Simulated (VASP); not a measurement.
A run of VASP 6.6.1 is set up as follows.

The input INCAR:

```
PREC = Accurate
ENCUT = 520
EDIFF = 1E-7
ISMEAR = 0
SIGMA = 0.15
LREAL = False
LASPH = True
NELM = 100
ALGO = Normal
ISIF = 2
LWAVE = False
LCHARG = False
GGA = CA
NBANDS = 24
```

The input KPOINTS:

```
Automatic mesh
0
Gamma
  12 12 8
```

Contents of POSCAR:

```
CuAs
1.0
    3.7796846230      0.0000000000      0.0000000000
   -1.8898423115      3.2733029018      0.0000000000
    0.0000000000      0.0000000000      4.8580437534
Cu As
2 2
Direct
    0.0000000000      0.0000000000      0.5000000000
    0.0000000000      0.0000000000      0.0000000000
    0.6666666667      0.3333333333      0.7500000000
    0.3333333333      0.6666666667      0.2500000000
```

Potentials or basis: VASP PAW LDA potentials, release 64 (Cu, As).

Command:

```bash
$ cat potpaw_LDA.64/Cu/POTCAR potpaw_LDA.64/As/POTCAR > POTCAR
$ mpirun -np 1 vasp_std > vasp.out
```

Task: Predict the band gap on the k mesh.

Result: Zero (band 16 reaches 8.53 eV, above the bottom of band 17 at 6.45 eV).

Task: Estimate the pressure.

Result: 0.6 GPa.
